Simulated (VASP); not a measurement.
Si2Mo:

```
Mo Si
1.0
    -1.60000    1.60000    3.93050
     1.60000   -1.60000    3.93050
     1.60000    1.60000   -3.93050
Mo Si
1 2
Direct
  0.00000 0.00000 0.00000
  0.66700 0.66700 0.00000
  0.33300 0.33300 0.00000
```

```yaml
Program: VASP 6.6.1
Task: relaxation of cell and atoms
Functional: revPBE
Potentials_or_basis: VASP PAW PBE potentials, release 64 (Mo_sv, Si)
Cutoff: 600 eV
k_mesh: 12 × 12 × 12
Occupations: fermi-dirac, width 0.05 eV
Spin: no spin polarisation
```

At the start: pressure 4.1 GPa; volume 13.42 Å³/atom.

**Question.** Where does the relaxation end?

**Answer.** Over 6 steps the energy falls by 4.9 meV/atom and the volume is 13.70 Å³/atom (+2.1 %); space group I4/mmm (No. 139, to 0.05 Å).

The path:
```tsv
step	energy change (eV)	largest force (eV/Å)	pressure (GPa)	volume (Å³)
1	0.0000	0.2525	4.07	40.25
2	0.0064	0.1255	-5.45	42.27
3	-0.0125	0.1893	-0.44	41.14
4	-0.0146	0.0248	-0.01	41.09
5	-0.0146	0.0205	0.01	41.09
6	-0.0147	0.0020	-0.02	41.09
```

Final structure:
```
Mo Si
1.0
    -1.61320    1.61320    3.94747
     1.61320   -1.61320    3.94747
     1.61320    1.61320   -3.94747
Mo Si
1 2
Cartesian
  1.6132 1.6132 -3.9475
  0.0000 0.0000 5.2498
  0.0000 0.0000 2.6451
```

Caveat: the PAW data sets were made with another functional, which shifts forces and pressure a little.
